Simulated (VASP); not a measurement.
# Li2O (fluorite type) (Fm-3m) in VASP: notebook

Runs on Li2O (fluorite type). Level: PBE. Tasks: single point, relaxation of cell and atoms.

All numbers are computed with VASP 6.6.1; they aren't measurements. Logs are shortened: lines on timing, memory, paths and dates and some standing lists are left out, and cuts for length are marked.

### 1 The cell of the first run

The structure is cubic, space group Fm-3m (No. 225). Conventional cell: a = 4.626 Å, b = 4.626 Å, c = 4.626 Å, α = 90.00°, β = 90.00°, γ = 90.00°. Within 2.7 Å of O (site symmetry m-3m) lie 8 Li at 2.00 Å. Within 2.7 Å of Li (site symmetry -43m) lie 4 O at 2.00 Å and 6 Li at 2.31 Å.

### 2 Single point, PBE

File INCAR:

```
PREC = Accurate
ENCUT = 750
EDIFF = 1E-6
ISMEAR = -1
SIGMA = 0.03
LREAL = F
LASPH = T
NELM = 120
ALGO = Normal
ISIF = 2
LWAVE = F
LCHARG = F
GGA = PE
NBANDS = 13
GGA_COMPAT = F
```

File KPOINTS:

```
regular mesh
0
Gamma
  12 12 12
```

File POSCAR:

```
Li2O
1.0
    0.0000000000      2.3131534668      2.3131534668
    2.3131534668      0.0000000000      2.3131534668
    2.3131534668      2.3131534668      0.0000000000
O Li
1 2
Direct
    0.0000000000      0.0000000000      0.0000000000
    0.2500000000      0.2500000000      0.2500000000
    0.7500000000      0.7500000000      0.7500000000
```

Potentials or basis: VASP PAW PBE potentials, release 64 (O, Li_sv).

Started as:

```console
$ cat potpaw_PBE.64/O/POTCAR potpaw_PBE.64/Li_sv/POTCAR > POTCAR
$ mpirun -np 1 vasp_std > vasp.out
```

OUTCAR:

```text
PREC = Accurate
   ENCUT = 750
   EDIFF = 1E-6
   ISMEAR = -1
   LREAL = F
   LASPH = T
   NELM = 120
   ISIF = 2
   GGA = PE

 ion  position               nearest neighbor table
   1  0.000  0.000  0.000-   3 2.00   3 2.00   3 2.00   2 2.00   3 2.00   2 2.00   2 2.00   2 2.00

   2  0.250  0.250  0.250-   1 2.00   1 2.00   1 2.00   1 2.00   3 2.31   3 2.31   3 2.31   3 2.31
                             3 2.31   3 2.31
   3  0.750  0.750  0.750-   1 2.00   1 2.00   1 2.00   1 2.00   2 2.31   2 2.31   2 2.31   2 2.31
                             2 2.31   2 2.31

  LATTYP: Found a face centered cubic cell.
 ALAT       =     4.6263069336

  Lattice vectors:

 A1 = (   0.0000000000,   2.3131534668,   2.3131534668)
 A2 = (   2.3131534668,   0.0000000000,   2.3131534668)
 A3 = (   2.3131534668,   2.3131534668,   0.0000000000)

Analysis of symmetry for initial positions (statically):
=====================================================================
 Subroutine PRICEL returns:
 Original cell was already a primitive cell.

 Routine SETGRP: Setting up the symmetry group for a
 face centered cubic supercell.

 Subroutine GETGRP returns: Found 48 space group operations
[... 9 lines left out ...]

 Routine SETGRP: Setting up the symmetry group for a
 face centered cubic supercell.

 Subroutine GETGRP returns: Found 48 space group operations
[... 11 lines left out ...]
                                     Primitive cell

  volume of cell :      24.7539

  direct lattice vectors                    reciprocal lattice vectors
     0.000000000  2.313153467  2.313153467    -0.216155135  0.216155135  0.216155135
     2.313153467  0.000000000  2.313153467     0.216155135 -0.216155135  0.216155135
     2.313153467  2.313153467  0.000000000     0.216155135  0.216155135 -0.216155135

  length of vectors
     3.271293005  3.271293005  3.271293005     0.374391676  0.374391676  0.374391676

  position of ions in fractional coordinates (direct lattice)
     0.000000000  0.000000000  0.000000000
     0.250000000  0.250000000  0.250000000
     0.750000000  0.750000000  0.750000000

  ion indices of the primitive-cell ions
   primitive index   ion index
                 1           1
                 2           2
                 3           3

----------------------------------------------------------------------------------------

 KPOINTS: regular mesh

Automatic generation of k-mesh.
 Grid dimensions read from file:
 generate k-points for:   12   12   12

 Generating k-lattice:

  Cartesian coordinates                     Fractional coordinates (reciprocal lattice)
    -0.018012928  0.018012928  0.018012928     0.083333333  0.000000000  0.000000000
     0.018012928 -0.018012928  0.018012928     0.000000000  0.083333333  0.000000000
     0.018012928  0.018012928 -0.018012928     0.000000000  0.000000000  0.083333333

  Length of vectors
     0.031199306  0.031199306  0.031199306

  Shift w.r.t. Gamma in fractional coordinates (k-lattice)
     0.000000000  0.000000000  0.000000000

 Subroutine IBZKPT returns following result:
 ===========================================

 Found     72 irreducible k-points:

 Following reciprocal coordinates:
            Coordinates               Weight
  0.000000  0.000000  0.000000      1.000000
  0.083333  0.000000  0.000000      8.000000
  0.166667  0.000000  0.000000      8.000000
  0.250000  0.000000  0.000000      8.000000
  0.333333  0.000000  0.000000      8.000000
  0.416667  0.000000  0.000000      8.000000
[... 16 lines left out ...]
  0.500000  0.166667  0.000000     24.000000
 -0.416667  0.166667  0.000000     24.000000
 [... further k-points ...]
   k-points           NKPTS =     72   k-points in BZ     NKDIM =     72   number of bands    NBANDS=     13
   number of dos      NEDOS =    301   number of ions     NIONS =      3
   total plane-waves  NPLWV =  27000
   dimension x,y,z NGX =    30 NGY =   30 NGZ =   30
   dimension x,y,z NGXF=    60 NGYF=   60 NGZF=   60
   ions per type =               1   2
   NGX,Y,Z   is equivalent  to a cutoff of  15.25, 15.25, 15.25 a.u.
   NGXF,Y,Z  is equivalent  to a cutoff of  30.49, 30.49, 30.49 a.u.
 SYSTEM =  unknown system
   PREC   = accura    normal or accurate (medium, high low for compatibility)
   ISTART =      0    job   : 0-new  1-cont  2-samecut
   ICHARG =      2    charge: 1-file 2-atom 10-const
   ISPIN  =      1    spin polarized calculation?
   LNONCOLLINEAR =      F non collinear calculations
   LSORBIT =      F    spin-orbit coupling
   LASPH  =      T    aspherical Exc in radial PAW
   ENCUT  =  750.0 eV  55.12 Ry    7.42 a.u.   7.30  7.30  7.30*2*pi/ulx,y,z
   NELM   =    120;   NELMIN=  2; NELMDL= -5     # of ELM steps
   EDIFF  = 0.1E-05   stopping-criterion for ELM
   LREAL  =      F    real-space projection
   EDIFFG = 0.1E-04   stopping-criterion for IOM
   NSW    =      0    number of steps for IOM
   IBRION =     -1    ionic relax: 0-MD 1-quasi-New 2-CG
   NFREE  =      0    steps in history (QN), initial steepest desc. (CG)
   ISIF   =      2    stress and relaxation
   ISYM   =      2    0-nonsym 1-usesym 2-fastsym
   POTIM  = 0.5000    time-step for ionic-motion
   TEBEG  =    0.0;   TEEND  =   0.0 temperature during run
   PSTRESS=    0.0 pullay stress
   NELECT =      12.0000    total number of electrons
   NUPDOWN=      -1.0000    fix difference up-down
   EMIN   =  10.00;   EMAX   =-10.00  energy-range for DOS
   EFERMI =   0.00;   METHOD = LEGACY
   ISMEAR =    -1;   SIGMA  =   0.03  broadening in eV -4-tet -1-fermi 0-gaus
   EFERMI_NEDOS =   21; number of points for ismear=-14 and -15
   IALGO  =     38    algorithm
   IMIX   =      4    mixing-type and parameters
     AMIX     =   0.40;   BMIX     =  1.00
     AMIX_MAG =   1.60;   BMIX_MAG =  1.00
  volume/ion in A,a.u.               =       8.25        55.68
  Fermi-wavevector in a.u.,A,eV,Ry     =   1.286039  2.430261 22.502625  1.653896
  Thomas-Fermi vector in A             =   2.418137
   LORBIT       =      0    0 simple, 1 ext, 2 COOP (PROOUT), +10 PAW based schemes
   GGA     = PE    functional components
   LHFCALC =     F    Hartree Fock is set to
   AEXX    =    0.0000 exact exchange contribution
   IVDW    =     0    specifies the selected vdW correction
   LEPSILON=     F    determine dielectric tensor
   LRPA    =     F    only Hartree local field effects (RPA)
 non-spin polarized calculation
  energy-cutoff  :      750.00
  volume of cell :       24.75
 maximum number of plane-waves:      1185
 NGX is ok and might be reduce to    30
   NGX = 15   NGY = 15   NGZ = 15

 number of electron      11.9999999 magnetization

 Free energy of the ion-electron system (eV)
  ---------------------------------------------------
  ext. energy  EPLUGINS =         0.00000000
  ---------------------------------------------------
  free energy    TOTEN  =       -14.35616401 eV

  energy without entropy =      -14.35616401  energy(sigma->0) =      -14.35616401

 E-fermi :   2.0901     XC(G=0):  -9.7339

 val. band max:        1.3105456080   @ k =   0.0000   0.0000   0.0000
 cond. band min:       6.2808263635   @ k =   0.5000   0.5000   0.0000
 fundamental gap:      4.9702807556
 Fermi energy:         2.0901402527

 k-point     1 :       0.0000    0.0000    0.0000
  band No.  band energies     occupation
      1     -41.6809      2.00000
      2     -41.3559      2.00000
      3     -14.1309      2.00000
      4       1.3105      2.00000
      5       1.3105      2.00000
      6       1.3105      2.00000
      7       6.5448      0.00000
      8      13.2228      0.00000
      9      13.2228      0.00000
     10      13.2228      0.00000
     11      20.2652      0.00000
     12      20.2652      0.00000
     13      20.2652      0.00000

 k-point     2 :       0.0833    0.0000    0.0000
  band No.  band energies     occupation
      1     -41.6745      2.00000
      2     -41.3607      2.00000
      3     -14.1173      2.00000
      4       1.0690      2.00000
      5       1.2773      2.00000
      6       1.2773      2.00000
      7       6.7391      0.00000
      8      13.2364      0.00000
      9      13.3264      0.00000
     10      13.3264      0.00000
     11      19.4611      0.00000
     12      19.4611      0.00000
     13      20.4955      0.00000

 k-point     3 :       0.1667    0.0000    0.0000
  band No.  band energies     occupation
      1     -41.6558      2.00000
      2     -41.3747      2.00000
      3     -14.0787      2.00000
      4       0.4736      2.00000
      5       1.1898      2.00000
      6       1.1898      2.00000
      7       7.2507      0.00000
      8      13.2101      0.00000
      9      13.5559      0.00000
     10      13.5559      0.00000
     11      18.4801      0.00000
     12      18.4801      0.00000
     13      21.1329      0.00000
[... 305 lines left out ...]
 k-point    23 :       0.5000    0.1667    0.0000
  band No.  band energies     occupation
      1     -41.5313      2.00000
      2     -41.4776      2.00000
      3     -13.8925      2.00000
      4      -1.1943      2.00000
      5       0.5583      2.00000
      6       0.6104      2.00000
      7       9.2103      0.00000
      8      11.8660      0.00000
      9      13.7925      0.00000
     10      14.4514      0.00000
     11      18.0718      0.00000
     12      19.9189      0.00000
     13      23.9531      0.00000

 k-point    24 :      -0.4167    0.1667    0.0000
  band No.  band energies     occupation
      1     -41.5145      2.00000
      2     -41.4940      2.00000
      3     -13.8875      2.00000
      4      -1.2500      2.00000
      5       0.4543      2.00000
      6       0.7028      2.00000
      7       9.6224      0.00000
      8      11.4030      0.00000
      9      13.9085      0.00000
     10      14.3492      0.00000
     11      18.7528      0.00000
     12      19.0898      0.00000
     13      24.1568      0.00000

 [... further k-points ...]
[... 5 lines left out ...]
  --------------------------------------------------------------------------------------
  -------------------------------------------------------------------------------------
  Total       -0.0537714     -0.0537714     -0.0537714      0.0000000      0.0000000     -0.0000000
  in kB       -3.4803160     -3.4803160     -3.4803160      0.0000000      0.0000000     -0.0000000
  external PRESSURE =      -3.4803160 kB  Pullay stress =       0.0000000 kB

 VOLUME and BASIS-vectors are now :
 -----------------------------------------------------------------------------
  energy-cutoff  :      750.00
  volume of cell :       24.75
      direct lattice vectors                 reciprocal lattice vectors
     0.000000000  2.313153467  2.313153467    -0.216155135  0.216155135  0.216155135
     2.313153467  0.000000000  2.313153467     0.216155135 -0.216155135  0.216155135
     2.313153467  2.313153467  0.000000000     0.216155135  0.216155135 -0.216155135

 POSITION                                       TOTAL-FORCE (eV/Angst)
 -----------------------------------------------------------------------------------
      0.00000      0.00000      0.00000         0.000000     -0.000000     -0.000000
      1.15658      1.15658      1.15658        -0.000000     -0.000000     -0.000000
      3.46973      3.46973      3.46973         0.000000      0.000000      0.000000
 -----------------------------------------------------------------------------------
    total drift:                                0.000000     -0.000000      0.000000

  FREE ENERGIE OF THE ION-ELECTRON SYSTEM (eV)
  ---------------------------------------------------
  free  energy   TOTEN  =       -14.3561640092 eV

  energy  without entropy=      -14.3561640092  energy(sigma->0) =      -14.35616401
```

Wall time 33 s (1 thread of Intel Xeon Platinum 8488C (Sapphire Rapids), shared host); peak memory 0.17 GiB.

What came out:

* Free energy: -14.3562 eV
* Pressure: -0.3 GPa
* Band gap on the k mesh: 4.97 eV, indirect (least direct gap 5.23 eV)

Levels at points of the mesh, in eV from the valence-band top:
```tsv
k point	band 4	band 5	band 6	band 7	band 8	band 9
(0.00, 0.00, 0.00)	0.00	0.00	0.00	5.23	11.91	11.91
(0.50, 0.00, 0.00)	-2.76	-0.44	-0.44	9.18	9.77	12.04
(0.50, 0.50, 0.00)	-1.60	-1.37	-1.37	4.97	13.50	13.50
```

A k mesh can miss the band edges. As with any semilocal functional, this PBE gap is likely too small.

### 3 Relaxation of cell and atoms, PBE

This run uses another cell than the first one, of 11.12 Å³/atom, 1.348 times its volume.

File INCAR:

```
PREC = Accurate ; ENCUT = 750
EDIFF = 1E-7 ; ISMEAR = -1
SIGMA = 0.03 ; LREAL = F
LASPH = T ; NELM = 120
ALGO = Normal ; ISIF = 3
LWAVE = F ; LCHARG = F
GGA = PE ; IBRION = 2
NSW = 100 ; EDIFFG = -0.005
GGA_COMPAT = F ; NELMIN = 4
```

KPOINTS is that of step 2.

File POSCAR:

```
Li2O
1.0
    0.0000000000      2.5553258337      2.5553258337
    2.5553258337      0.0000000000      2.5553258337
    2.5553258337      2.5553258337      0.0000000000
O Li
1 2
Direct
    0.0000000000      0.0000000000      0.0000000000
    0.2500000000      0.2500000000      0.2500000000
    0.7500000000      0.7500000000      0.7500000000
```

Potentials or basis: VASP PAW PBE potentials, release 64 (O, Li_sv).

Started as:

```console
$ cat potpaw_PBE.64/O/POTCAR potpaw_PBE.64/Li_sv/POTCAR > POTCAR
$ mpirun -np 1 vasp_std > vasp.out
```

It took 89 s on 1 thread of Intel Xeon Platinum 8488C (Sapphire Rapids), shared host; peak memory 0.19 GiB.

It converged, with:

```
Free energy                            : -14.3639 eV
Relaxed volume                         : 8.25 Å³/atom
Relaxed cell                           : a = 3.272 Å, b = 3.272 Å, c = 3.272 Å, α = 60.00°, β = 60.00°, γ = 60.00°
Space group after relaxing (to 0.05 Å) : Fm-3m (No. 225)
Energy gained by relaxing              : 154.9 meV/atom
Ionic steps                            : 5
Pressure after relaxing                : 0.0 GPa
Band gap on the k mesh                 : 4.97 eV, indirect (least direct gap 5.23 eV)
```

The path:
| step | energy change (eV) | largest force (eV/Å) | pressure (GPa) | volume (Å³) |
| --- | --- | --- | --- | --- |
| 1 | 0.0000 | 0.0000 | -13.63 | 33.37 |
| 2 | -0.3225 | 0.0000 | -9.45 | 29.01 |
| 3 | -0.4574 | 0.0000 | -2.62 | 25.63 |
| 4 | -0.4644 | 0.0000 | 0.54 | 24.59 |
| 5 | -0.4647 | 0.0000 | -0.02 | 24.76 |

Final structure:
```
O Li
1.0
     0.00000    2.31349    2.31349
     2.31349    0.00000    2.31349
     2.31349    2.31349    0.00000
O Li
1 2
Direct
  0.00000 0.00000 0.00000
  0.25000 0.25000 0.25000
  0.75000 0.75000 0.75000
```

Levels at points of the mesh, in eV from the valence-band top:
| k point | band 4 | band 5 | band 6 | band 7 | band 8 | band 9 |
| --- | --- | --- | --- | --- | --- | --- |
| (0.00, 0.00, 0.00) | 0.00 | 0.00 | 0.00 | 5.23 | 11.91 | 11.91 |
| (0.50, 0.00, 0.00) | -2.76 | -0.44 | -0.44 | 9.18 | 9.76 | 12.04 |
| (0.50, 0.50, 0.00) | -1.60 | -1.37 | -1.37 | 4.97 | 13.49 | 13.49 |

Caveat: the volume moved by over 15 % at a fixed basis, so the end points are rough. A k mesh can miss the band edges.
